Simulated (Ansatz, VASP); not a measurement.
# BN in VASP and in Ansatz

File INCAR:

```
ALGO = Normal ; EDIFF = 1E-6
ENCUT = 520 ; GGA = PE
ISIF = 2 ; ISMEAR = 0
IVDW = 12 ; LASPH = T
LCHARG = F ; LREAL = F
LWAVE = F ; NBANDS = 16
NELM = 100 ; PREC = Accurate
SIGMA = 0.05
```

The input KPOINTS:

```
k-points
0
Gamma
  12 12 4
```

File POSCAR:

```
BN
1.0
    2.5061233057      0.0000000000      0.0000000000
   -1.2530616528      2.1703664477      0.0000000000
    0.0000000000      0.0000000000      6.5973571420
B N
2 2
Direct
    0.0442321619      0.0884643237      0.4563461559
    0.3333333333      0.6666666667      0.0000000000
    0.0000000000      0.0000000000      0.0000000000
    0.6666666667      0.3333333333      0.5000000000
```

Input for Ansatz:

```yaml
crystal:
  lattice:
    - [2.5061233057, 0.0, 0.0]
    - [-1.2530616528, 2.1703664477, 0.0]
    - [0.0, 0.0, 6.597357142]
  atoms:
    - { symbol: B, position: [0.0442321619, 0.0884643237, 0.4563461559] }
    - { symbol: B, position: [0.3333333333, 0.6666666667, 0.0] }
    - { symbol: "N", position: [0.0, 0.0, 0.0] }
    - { symbol: "N", position: [0.6666666667, 0.3333333333, 0.5] }
basis:
  ecutwfc: 420
kpoints:
  mp_grid: { grid: [12, 12, 4] }
hamiltonian:
  xc: pbe
  dispersion: d3bj
scf:
  occupations: { method: gaussian, width: 0.05 }
output:
  forces: true
  stress: true
  eigenvalues: true
```

Alike in both runs: task single point; functional PBE; dispersion D3(BJ); k mesh 12 × 12 × 4; occupations gaussian, width 0.05 eV; no spin polarisation.

```csv
,VASP,Ansatz
version,VASP 6.6.1,Ansatz 0.2.0
potentials or method,"VASP PAW PBE potentials, release 64 (B, N), cutoff 520 eV","scalar-relativistic, plane waves, PAW"
valence electrons in the cell,16,16
```

```csv
,VASP,Ansatz,Ansatz less VASP
gap on the k mesh at the Fermi level (eV),2.33,2.33,+0.002
least direct gap on the mesh (eV),3.10,3.10,-0.001
pressure (GPa),2.3,2.3,-0.01
"traceless stress, the component that is largest in VASP (GPa)",9.21,9.07,-0.138
rms of the force components (eV/Å),2.310,2.309,-0.0014
```

Atom by atom the forces differ by 0.006 eV/Å (rms over components).
